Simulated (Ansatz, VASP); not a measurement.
HfN in VASP and in Ansatz

```xyz
2
Lattice="0.0000 2.7986 2.4335 2.0685 0.0000 2.4335 2.0685 2.7986 0.0000" Properties=species:S:1:pos:R:3 pbc="T T T"
Hf    0.0000    0.0000    0.0000
N     3.1028    4.1978    3.6503
```

Change from the starting cell: strain -0.1500 x Voigt [1, -1, 0, 0, 0, 0], atoms carried along.

Alike in both runs: task single point; functional PBEsol; k mesh 22 × 22 × 22; occupations gaussian, width 0.15 eV; no spin polarisation.

|  | VASP | Ansatz |
| --- | --- | --- |
| version | VASP 6.6.1 | Ansatz 0.2.0 |
| potentials or method | VASP PAW PBE potentials, release 64 (Hf_pv, N), cutoff 520 eV | scalar-relativistic, plane waves, PAW |
| valence electrons in the cell | 15 | 31 |

VASP gave:

* gap on the k mesh at the Fermi level (eV): none
* pressure (GPa): -0.8
* traceless stress, the component that is largest in VASP (GPa): -18.25

Q: Which values does Ansatz return?

A: gap on the k mesh at the Fermi level (eV): none; pressure (GPa): 0.2; traceless stress, the component that is largest in VASP (GPa): -18.10.

VASP's potentials were made for PBE, not for PBEsol. A gap of «none» marks a metal or a gap that the smearing closes. VASP's potentials hold 15 valence electrons a cell and Ansatz's 31, so a difference there can come from the potentials and not from the codes.

Spin-orbit coupling is off throughout.
